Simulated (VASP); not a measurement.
A run of VASP 6.6.1 is set up as follows.

The input INCAR:

```
SYSTEM = SiH4CO
PREC = Accurate ; ENCUT = 1000
EDIFF = 1E-6 ; ISMEAR = -1
SIGMA = 0.05 ; LREAL = Auto
LASPH = .TRUE. ; NELM = 120
ALGO = Normal ; ISIF = 2
LWAVE = .FALSE. ; LCHARG = .FALSE.
NBANDS = 68 ; GGA_COMPAT = .FALSE.
```

Contents of KPOINTS:

```
regular mesh
0
G
  1 1 1
  0 0 0
```

The input POSCAR:

```
SiH4CO
1.0
    9.9159620000      0.0000000000      0.0000000000
    0.0000000000      9.9159620000      0.0000000000
    0.0000000000      0.0000000000      9.9159620000
O C Si H
5 5 5 20
Direct
    0.1955399205      0.4057141647      0.3837468004
    0.8940258962      0.4217637417      1.0937431701
    0.6431763981      0.5190887184      0.2914338407
    0.6566128780      0.1693335618      0.5328456200
    0.3103720908      0.9308158054      0.9639047393
    0.1850943984      0.3867617594      0.2719957890
    0.9458862099      0.3236184755      1.0681016183
    0.7107132905      0.5558350480      0.3751044900
    0.7559962650      0.1261799760      0.5673566515
    0.3143355050      0.8512175168      0.8826337428
    0.2208102379      0.5368973471      0.8962236036
    0.9805872946      0.0660955155      0.2832876771
    0.8383114657      0.8409446220      0.6533007611
    0.5984067879      0.2008782820      0.0079891942
    0.1526859257      0.1521982776      0.7139405323
    0.2636961000      0.6119809798      1.0199460908
    0.1543545536      0.4076750161      0.9378743347
    0.1230972697      0.6210734923      0.8182112757
    0.3415374921      0.5057611532      0.8114834350
    0.9622355162     -0.0368747109      0.1748174118
    0.8629618880      0.1607535345      0.2820369002
    0.9878416040     -0.0014713665      0.4180169997
    1.1069589238      0.1443797460      0.2584314223
    0.7351776461      0.9001707658      0.7460182414
    0.8612138497      0.6965540410      0.6905525017
    0.7880172709      0.8481009446      0.5114010083
    0.9674172436      0.9176579884      0.6651914559
    0.5966934656      0.3258709556      0.0920394298
    0.5114662260      0.0955228440      0.0711520011
    0.5465822097      0.2320936091     -0.1300922010
    0.7405197090      0.1508408832     -0.0012942800
    0.1906107088      0.0080390846      0.6908768136
    0.0405522391      0.1594939424      0.8143821143
    0.2728141284      0.2267730361      0.7668626587
    0.1087963915      0.2132838486      0.5831920554
```

Potentials or basis: VASP PAW LDA potentials, release 64 (O_h, C_h, Si, H_h).

Run with:

```sh
$ cat potpaw_LDA.64/O_h/POTCAR potpaw_LDA.64/C_h/POTCAR potpaw_LDA.64/Si/POTCAR potpaw_LDA.64/H_h/POTCAR > POTCAR
$ mpirun -np 1 vasp_gam > vasp.out
```

Q: Estimate the largest force.

A: 0.123 eV/Å.

Q: What does it give for the band gap on the k mesh?

A: 5.29 eV.

Q: What does it give for the pressure?

A: -0.2 GPa.

Forces in eV/Å, atoms in the order of the input:
```
O    0.001  0.002 -0.033
O   -0.030  0.046  0.014
O   -0.062 -0.034 -0.076
O   -0.092  0.053 -0.028
O    0.000  0.013  0.019
C    0.014  0.016  0.029
C    0.023 -0.066 -0.006
C    0.080  0.024  0.073
C    0.107 -0.043  0.041
C   -0.012 -0.024 -0.020
Si   0.027 -0.005  0.005
Si  -0.012  0.000 -0.015
Si   0.001  0.014  0.005
Si   0.003  0.000 -0.001
Si  -0.001 -0.001 -0.002
H   -0.019 -0.025 -0.016
H    0.007  0.007 -0.019
H   -0.007 -0.014  0.005
H   -0.026  0.024  0.023
H   -0.001  0.028  0.009
H    0.002 -0.006  0.017
H    0.002  0.000 -0.014
H   -0.008  0.000  0.005
H    0.006  0.001  0.001
H    0.004  0.001  0.002
H   -0.001 -0.001  0.000
H    0.005 -0.001  0.001
H   -0.003  0.003  0.002
H    0.000 -0.006 -0.001
H   -0.002 -0.003 -0.007
H   -0.004 -0.004 -0.007
H    0.003  0.000  0.001
H    0.007 -0.002  0.002
H   -0.010 -0.002 -0.014
H   -0.004  0.002  0.006
```

Caveat: the k points lie up to 0.63 Å⁻¹ apart.
